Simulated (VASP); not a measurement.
# B2W (P6/mmm) in VASP: further runs

The runs below take B2W through electric field gradients, with LDA.

All numbers are computed with VASP 6.6.1; they aren't measurements. Logs are shortened: lines on timing, memory, paths and dates and some standing lists are left out, and cuts for length are marked.

## Step 1: The cell of the first run

Symmetry: P6/mmm, No. 191, hexagonal system. Conventional cell: a = 3.030 Å, b = 3.030 Å, c = 3.060 Å, α = 90.00°, β = 90.00°, γ = 120.00°. B (site symmetry -6m2) has 3 B at 1.75 Å within 2.3 Å. Within 3.1 Å of W (site symmetry 6/mmm) lie 12 B at 2.32 Å and 8 W at 3.03 to 3.06 Å.

## Step 2: Electric field gradients, LDA (volume scaled by 1.01)

INCAR

```
PREC     = Accurate       # precision mode
ENCUT    = 520            # plane-wave cutoff, eV
EDIFF    = 1E-8           # SCF threshold, eV
ISMEAR   = -1             # smearing method
SIGMA    = 0.05           # smearing width, eV
LREAL    = False          # projectors in reciprocal space
LASPH    = True           # aspherical terms in the spheres
NELM     = 80             # most SCF steps
ALGO     = Normal         # electronic algorithm
ISIF     = 2              # what is computed and relaxed
LWAVE    = False          # write WAVECAR
LCHARG   = False          # write CHGCAR
GGA      = CA             # functional
LEFG     = True         
NBANDS   = 17             # bands
```

KPOINTS

```
regular mesh
0
Gamma
  14 14 12
```

POSCAR

```
B2W
1.0
    3.0300347215      0.0000000000      0.0000000000
   -1.5150173608      2.6240870432      0.0000000000
    0.0000000000      0.0000000000      3.0601329648
B W
2 1
Direct
    0.3333333333      0.6666666667      0.5000000000
    0.6666666667      0.3333333333      0.5000000000
    0.0000000000      0.0000000000      0.0000000000
```

Potentials or basis: VASP PAW LDA potentials, release 64 (B, W_sv).

Run with:

```console
$ cat potpaw_LDA.64/B/POTCAR potpaw_LDA.64/W_sv/POTCAR > POTCAR
$ mpirun -np 1 vasp_std > vasp.out
```

OUTCAR:

```text
PREC = Accurate
   ENCUT = 520
   EDIFF = 1E-8
   ISMEAR = -1
   LREAL = False
   LASPH = True
   NELM = 80
   ISIF = 2
   GGA = CA

 ion  position               nearest neighbor table
   1  0.333  0.667  0.500-   2 1.75   2 1.75   2 1.75   3 2.32   3 2.32   3 2.32   3 2.32   3 2.32
                             3 2.32
   2  0.667  0.333  0.500-   1 1.75   1 1.75   1 1.75   3 2.32   3 2.32   3 2.32   3 2.32   3 2.32
                             3 2.32
   3  0.000  0.000  0.000-   1 2.32   2 2.32   1 2.32   2 2.32   2 2.32   2 2.32   1 2.32   1 2.32
                             2 2.32   2 2.32   1 2.32   1 2.32

  LATTYP: Found a hexagonal cell.
 ALAT       =     3.0300347215
 C/A-ratio  =     1.0099332998

  Lattice vectors:

 A1 = (   3.0300347215,   0.0000000000,   0.0000000000)
 A2 = (  -1.5150173608,   2.6240870432,   0.0000000000)
 A3 = (   0.0000000000,   0.0000000000,   3.0601329648)

Analysis of symmetry for initial positions (statically):
=====================================================================
 Subroutine PRICEL returns:
 Original cell was already a primitive cell.

 Routine SETGRP: Setting up the symmetry group for a
 hexagonal supercell.

 Subroutine GETGRP returns: Found 24 space group operations
 (whereof 24 operations were pure point group operations)
 out of a pool of 24 trial point group operations.

The static configuration has the point symmetry D_6h.

Analysis of symmetry for dynamics (positions and initial velocities):
=====================================================================
 Subroutine PRICEL returns:
 Original cell was already a primitive cell.

 Routine SETGRP: Setting up the symmetry group for a
 hexagonal supercell.

 Subroutine GETGRP returns: Found 24 space group operations
 (whereof 24 operations were pure point group operations)
 out of a pool of 24 trial point group operations.

The dynamic configuration has the point symmetry D_6h.

 Subroutine INISYM returns: Found 24 space group operations
 (whereof 24 operations are pure point group operations),
 and found     1 'primitive' translations

----------------------------------------------------------------------------------------

                                     Primitive cell

  volume of cell :      24.3313

  direct lattice vectors                    reciprocal lattice vectors
     3.030034721  0.000000000  0.000000000     0.330029221  0.190542460  0.000000000
    -1.515017361  2.624087043  0.000000000     0.000000000  0.381084920  0.000000000
     0.000000000  0.000000000  3.060132965     0.000000000  0.000000000  0.326783186

  length of vectors
     3.030034721  3.030034722  3.060132965     0.381084920  0.381084920  0.326783186

  position of ions in fractional coordinates (direct lattice)
     0.333333333  0.666666667  0.500000000
     0.666666667  0.333333333  0.500000000
     0.000000000  0.000000000  0.000000000

  ion indices of the primitive-cell ions
   primitive index   ion index
                 1           1
                 2           2
                 3           3

----------------------------------------------------------------------------------------

 KPOINTS: regular mesh

Automatic generation of k-mesh.
 Grid dimensions read from file:
 generate k-points for:   14   14   12

 Generating k-lattice:

  Cartesian coordinates                     Fractional coordinates (reciprocal lattice)
     0.023573516  0.013610176  0.000000000     0.071428571  0.000000000  0.000000000
     0.000000000  0.027220351  0.000000000     0.000000000  0.071428571  0.000000000
     0.000000000  0.000000000  0.027231932     0.000000000  0.000000000  0.083333333

  Length of vectors
     0.027220351  0.027220351  0.027231932

  Shift w.r.t. Gamma in fractional coordinates (k-lattice)
     0.000000000  0.000000000  0.000000000

 Subroutine IBZKPT returns following result:
 ===========================================

 Found    168 irreducible k-points:

 Following reciprocal coordinates:
            Coordinates               Weight
  0.000000  0.000000  0.000000      1.000000
  0.071429  0.000000  0.000000      6.000000
  0.142857  0.000000  0.000000      6.000000
  0.214286  0.000000  0.000000      6.000000
  0.285714  0.000000  0.000000      6.000000
  0.357143  0.000000  0.000000      6.000000
[... 16 lines left out ...]
  0.285714  0.285714  0.000000      6.000000
  0.357143  0.285714  0.000000      6.000000
 [... further k-points ...]
   k-points           NKPTS =    168   k-points in BZ     NKDIM =    168   number of bands    NBANDS=     17
   number of dos      NEDOS =    301   number of ions     NIONS =      3
   total plane-waves  NPLWV =  13824
   dimension x,y,z NGX =    24 NGY =   24 NGZ =   24
   dimension x,y,z NGXF=    48 NGYF=   48 NGZF=   48
   ions per type =               2   1
   NGX,Y,Z   is equivalent  to a cutoff of  13.17, 13.17, 13.04 a.u.
   NGXF,Y,Z  is equivalent  to a cutoff of  26.34, 26.34, 26.08 a.u.
 SYSTEM =  unknown system
   PREC   = accura    normal or accurate (medium, high low for compatibility)
   ISTART =      0    job   : 0-new  1-cont  2-samecut
   ICHARG =      2    charge: 1-file 2-atom 10-const
   ISPIN  =      1    spin polarized calculation?
   LNONCOLLINEAR =      F non collinear calculations
   LSORBIT =      F    spin-orbit coupling
   LASPH  =      T    aspherical Exc in radial PAW
   ENCUT  =  520.0 eV  38.22 Ry    6.18 a.u.   5.63  5.63  5.69*2*pi/ulx,y,z
   NELM   =     80;   NELMIN=  2; NELMDL= -5     # of ELM steps
   EDIFF  = 0.1E-07   stopping-criterion for ELM
   LREAL  =      F    real-space projection
   EDIFFG = 0.1E-06   stopping-criterion for IOM
   NSW    =      0    number of steps for IOM
   IBRION =     -1    ionic relax: 0-MD 1-quasi-New 2-CG
   NFREE  =      0    steps in history (QN), initial steepest desc. (CG)
   ISIF   =      2    stress and relaxation
   ISYM   =      2    0-nonsym 1-usesym 2-fastsym
   POTIM  = 0.5000    time-step for ionic-motion
   TEBEG  =    0.0;   TEEND  =   0.0 temperature during run
   PSTRESS=    0.0 pullay stress
   NELECT =      20.0000    total number of electrons
   NUPDOWN=      -1.0000    fix difference up-down
   EMIN   =  10.00;   EMAX   =-10.00  energy-range for DOS
   EFERMI =   0.00;   METHOD = LEGACY
   ISMEAR =    -1;   SIGMA  =   0.05  broadening in eV -4-tet -1-fermi 0-gaus
   EFERMI_NEDOS =   21; number of points for ismear=-14 and -15
   IALGO  =     38    algorithm
   IMIX   =      4    mixing-type and parameters
     AMIX     =   0.40;   BMIX     =  1.00
     AMIX_MAG =   1.60;   BMIX_MAG =  1.00
  volume/ion in A,a.u.               =       8.11        54.73
  Fermi-wavevector in a.u.,A,eV,Ry     =   1.533544  2.897977 31.997581  2.351756
  Thomas-Fermi vector in A             =   2.640596
   LORBIT       =      0    0 simple, 1 ext, 2 COOP (PROOUT), +10 PAW based schemes
   GGA     = CA    functional components
   LHFCALC =     F    Hartree Fock is set to
   AEXX    =    0.0000 exact exchange contribution
   IVDW    =     0    specifies the selected vdW correction
   LEPSILON=     F    determine dielectric tensor
   LRPA    =     F    only Hartree local field effects (RPA)
 non-spin polarized calculation
  energy-cutoff  :      520.00
  volume of cell :       24.33
 maximum number of plane-waves:       672
 NGX is ok and might be reduce to    24
   NGX = 11   NGY = 11   NGZ = 11

 number of electron      19.9999998 magnetization

 Free energy of the ion-electron system (eV)
  ---------------------------------------------------
  ext. energy  EPLUGINS =         0.00000000
  ---------------------------------------------------
  free energy    TOTEN  =       -29.30096699 eV

  energy without entropy =      -29.28959352  energy(sigma->0) =      -29.29528026

 E-fermi :  13.5055     XC(G=0): -14.1053

 val. band max:       13.5026798523   @ k =   0.2143   0.2143   0.0833
 cond. band min:      13.5230542531   @ k =   0.0714   0.0000   0.0833
 fundamental gap:      0.0203744008
 Fermi energy:        13.5055235978

 k-point     1 :       0.0000    0.0000    0.0000
  band No.  band energies     occupation
      1     -61.2108      2.00000
      2     -25.8171      2.00000
      3     -25.5461      2.00000
      4     -25.5461      2.00000
      5      -3.0098      2.00000
      6       7.2841      2.00000
[... 9 lines left out ...]
     16      17.3111      0.00000
     17      21.0370      0.00000
[... 441 lines left out ...]
 k-point    24 :       0.3571    0.2857    0.0000
  band No.  band energies     occupation
      1     -61.1705      2.00000
      2     -26.0047      2.00000
      3     -25.9151      2.00000
      4     -25.7133      2.00000
      5       2.3777      2.00000
      6       2.7853      2.00000
[... 9 lines left out ...]
     16      23.8034      0.00000
     17      25.0201      0.00000

 [... further k-points ...]
[... 5 lines left out ...]
  --------------------------------------------------------------------------------------
  -------------------------------------------------------------------------------------
  Total        2.1703094      2.1703094      4.7085122     -0.0000000      0.0000000      0.0000000
  in kB      142.9111431    142.9111431    310.0474373     -0.0000000      0.0000000      0.0000000
  external PRESSURE =     198.6232412 kB  Pullay stress =       0.0000000 kB

 VOLUME and BASIS-vectors are now :
 -----------------------------------------------------------------------------
  energy-cutoff  :      520.00
  volume of cell :       24.33
      direct lattice vectors                 reciprocal lattice vectors
     3.030034721  0.000000000  0.000000000     0.330029221  0.190542460  0.000000000
    -1.515017361  2.624087043  0.000000000     0.000000000  0.381084920  0.000000000
     0.000000000  0.000000000  3.060132965     0.000000000  0.000000000  0.326783186

 POSITION                                       TOTAL-FORCE (eV/Angst)
 -----------------------------------------------------------------------------------
     -0.00000      1.74939      1.53007         0.000000      0.000000      0.000000
      1.51502      0.87470      1.53007        -0.000000      0.000000     -0.000000
      0.00000      0.00000      0.00000         0.000000      0.000000      0.000000
 -----------------------------------------------------------------------------------
    total drift:                               -0.000000      0.000000      0.000000

  FREE ENERGIE OF THE ION-ELECTRON SYSTEM (eV)
  ---------------------------------------------------
  free  energy   TOTEN  =       -29.3009669923 eV

  energy  without entropy=      -29.2895935233  energy(sigma->0) =      -29.29528026

 Electric field gradients (V/A^2)
---------------------------------------------------------------------
 ion       V_xx      V_yy      V_zz      V_xy      V_xz      V_yz
---------------------------------------------------------------------
   1      -1.024    -1.024     2.048    -0.000     0.000    -0.000
   2      -1.024    -1.024     2.048    -0.000     0.000     0.000
   3      -7.816    -7.817    15.633    -0.000     0.000    -0.000
---------------------------------------------------------------------

 Electric field gradients after diagonalization (V/A^2)
 (convention: |V_zz| > |V_xx| > |V_yy|)
----------------------------------------------------------------------
 ion       V_xx      V_yy      V_zz     asymmetry (V_yy - V_xx)/ V_zz
----------------------------------------------------------------------
   1      -1.024    -1.024     2.048       0.000
   2      -1.024    -1.024     2.048       0.000
   3      -7.817    -7.816    15.633       0.000
----------------------------------------------------------------------

           NMR quadrupolar parameters

 Cq : quadrupolar parameter    Cq=e*Q*V_zz/h
 eta: asymmetry parameters     (V_yy - V_xx)/ V_zz
 Q  : nuclear electric quadrupole moment in mb (millibarn)
----------------------------------------------------------------------
 ion       Cq(MHz)       eta       Q (mb)
----------------------------------------------------------------------
   1       0.005       0.000       1.000
   2       0.005       0.000       1.000
   3       0.038       0.000       1.000
----------------------------------------------------------------------
```

Run time: 31 s. Hardware: 1 thread of AMD EPYC 9R45 (Zen 5), shared host; peak memory 0.15 GiB.

Results:

```yaml
Free_energy: -29.3010 eV
Pressure: 19.9 GPa
Band_gap_on_the_k_mesh: zero (band 10 reaches 15.52 eV, above the bottom of band 11 at 10.83 eV)
```

Electric field gradients, principal values (V/Å²):
| atom | least | middle | greatest (by size) |
| --- | --- | --- | --- |
| 1 B | -1.024 | -1.024 | 2.048 |
| 2 B | -1.024 | -1.024 | 2.048 |
| 3 W | -7.816 | -7.817 | 15.633 |

Caveat: without QUAD_EFG the Cq values of the log hold for a quadrupole moment of 1 mb, not for the nuclei; spin-orbit coupling is left out, which moves the levels of the heavy elements.

## Step 3: Electric field gradients, LDA (volume scaled by 1.01)

INCAR

```
SYSTEM = B2W
PREC     = Accurate       ! precision mode
ENCUT    = 520            ! plane-wave cutoff, eV
EDIFF    = 1E-8           ! SCF threshold, eV
ISMEAR   = -1             ! smearing method
SIGMA    = 0.05           ! smearing width, eV
LREAL    = .FALSE.        ! projectors in reciprocal space
LASPH    = .TRUE.         ! aspherical terms in the spheres
NELM     = 60             ! most SCF steps
ALGO     = Normal         ! electronic algorithm
ISIF     = 2              ! what is computed and relaxed
LWAVE    = .FALSE.        ! write WAVECAR
LCHARG   = .FALSE.        ! write CHGCAR
LEFG     = .TRUE.       
NBANDS   = 17             ! bands
```

KPOINTS

```
Automatic mesh
0
G
  14 14 12
  0 0 0
```

POSCAR is that of step 2.

Potentials or basis: VASP PAW LDA potentials, release 64 (B, W_sv).

Run with:

```console
$ cat potpaw_LDA.64/B/POTCAR potpaw_LDA.64/W_sv/POTCAR > POTCAR
$ mpirun -np 1 vasp_std > vasp.out
```

OUTCAR:

```text
SYSTEM = B2W
   PREC = Accurate
   ENCUT = 520
   EDIFF = 1E-8
   ISMEAR = -1
   LREAL = .FALSE.
   LASPH = .TRUE.
   NELM = 60
   ISIF = 2

 ion  position               nearest neighbor table
   1  0.333  0.667  0.500-   2 1.75   2 1.75   2 1.75   3 2.32   3 2.32   3 2.32   3 2.32   3 2.32
                             3 2.32
   2  0.667  0.333  0.500-   1 1.75   1 1.75   1 1.75   3 2.32   3 2.32   3 2.32   3 2.32   3 2.32
                             3 2.32
   3  0.000  0.000  0.000-   1 2.32   2 2.32   1 2.32   2 2.32   2 2.32   2 2.32   1 2.32   1 2.32
                             2 2.32   2 2.32   1 2.32   1 2.32

  LATTYP: Found a hexagonal cell.
 ALAT       =     3.0300347215
 C/A-ratio  =     1.0099332998

  Lattice vectors:

 A1 = (   3.0300347215,   0.0000000000,   0.0000000000)
 A2 = (  -1.5150173608,   2.6240870432,   0.0000000000)
 A3 = (   0.0000000000,   0.0000000000,   3.0601329648)

Analysis of symmetry for initial positions (statically):
=====================================================================
[... 681 lines left out ...]

 POSITION                                       TOTAL-FORCE (eV/Angst)
 -----------------------------------------------------------------------------------
     -0.00000      1.74939      1.53007         0.000000      0.000000      0.000000
      1.51502      0.87470      1.53007        -0.000000      0.000000     -0.000000
      0.00000      0.00000      0.00000         0.000000      0.000000      0.000000
 -----------------------------------------------------------------------------------
    total drift:                               -0.000000      0.000000      0.000000

  FREE ENERGIE OF THE ION-ELECTRON SYSTEM (eV)
  ---------------------------------------------------
  free  energy   TOTEN  =       -29.3009669923 eV

  energy  without entropy=      -29.2895935233  energy(sigma->0) =      -29.29528026

 Electric field gradients (V/A^2)
---------------------------------------------------------------------
 ion       V_xx      V_yy      V_zz      V_xy      V_xz      V_yz
---------------------------------------------------------------------
   1      -1.024    -1.024     2.048    -0.000     0.000    -0.000
   2      -1.024    -1.024     2.048    -0.000     0.000     0.000
   3      -7.816    -7.817    15.633    -0.000     0.000    -0.000
---------------------------------------------------------------------

 Electric field gradients after diagonalization (V/A^2)
 (convention: |V_zz| > |V_xx| > |V_yy|)
----------------------------------------------------------------------
 ion       V_xx      V_yy      V_zz     asymmetry (V_yy - V_xx)/ V_zz
----------------------------------------------------------------------
   1      -1.024    -1.024     2.048       0.000
   2      -1.024    -1.024     2.048       0.000
   3      -7.817    -7.816    15.633       0.000
----------------------------------------------------------------------

           NMR quadrupolar parameters

 Cq : quadrupolar parameter    Cq=e*Q*V_zz/h
 eta: asymmetry parameters     (V_yy - V_xx)/ V_zz
 Q  : nuclear electric quadrupole moment in mb (millibarn)
----------------------------------------------------------------------
 ion       Cq(MHz)       eta       Q (mb)
----------------------------------------------------------------------
   1       0.005       0.000       1.000
   2       0.005       0.000       1.000
   3       0.038       0.000       1.000
----------------------------------------------------------------------
```

stdout:

```text
POSCAR found type information on POSCAR B W
 POSCAR found :  2 types and       3 ions
 scaLAPACK will be used
 LDA part: xc-table for (Slater(with rela. corr.)+CA(PZ))
 , standard interpolation
 POSCAR, INCAR and KPOINTS ok, starting setup
 FFT: planning ... GRIDC
 FFT: planning ... GRID_SOFT
 FFT: planning ... GRID
 WAVECAR not read
 entering main loop
ion   1

ion   2

ion   3
```

Run time: 31 s. Hardware: 1 thread of AMD EPYC 9R45 (Zen 5), shared host; peak memory 0.15 GiB.

Results:

| Item | Value |
| --- | --- |
| Free energy | -29.3010 eV |
| Pressure | 19.9 GPa |
| Band gap on the k mesh | zero (band 10 reaches 15.52 eV, above the bottom of band 11 at 10.83 eV) |

Levels at points of the mesh, in eV from the Fermi level:
| k point | band 8 | band 9 | band 10 | band 11 | band 12 | band 13 |
| --- | --- | --- | --- | --- | --- | --- |
| (0.00, 0.00, 0.00) | -6.12 | -3.68 | 0.34 | 0.34 | 3.29 | 3.29 |
| (0.50, 0.00, 0.00) | -6.33 | -5.46 | -0.65 | 1.38 | 1.49 | 2.24 |
| (0.00, 0.00, 0.50) | -3.67 | -2.96 | -2.96 | -2.68 | -2.68 | 0.74 |
| (0.50, 0.00, 0.50) | -7.93 | -4.99 | 2.00 | 2.05 | 3.29 | 5.10 |

Electric field gradients, principal values (V/Å²):
| atom | least | middle | greatest (by size) |
| --- | --- | --- | --- |
| 1 B | -1.024 | -1.024 | 2.048 |
| 2 B | -1.024 | -1.024 | 2.048 |
| 3 W | -7.816 | -7.817 | 15.633 |

Caveat: without QUAD_EFG the Cq values of the log hold for a quadrupole moment of 1 mb, not for the nuclei; spin-orbit coupling is left out, which moves the levels of the heavy elements.
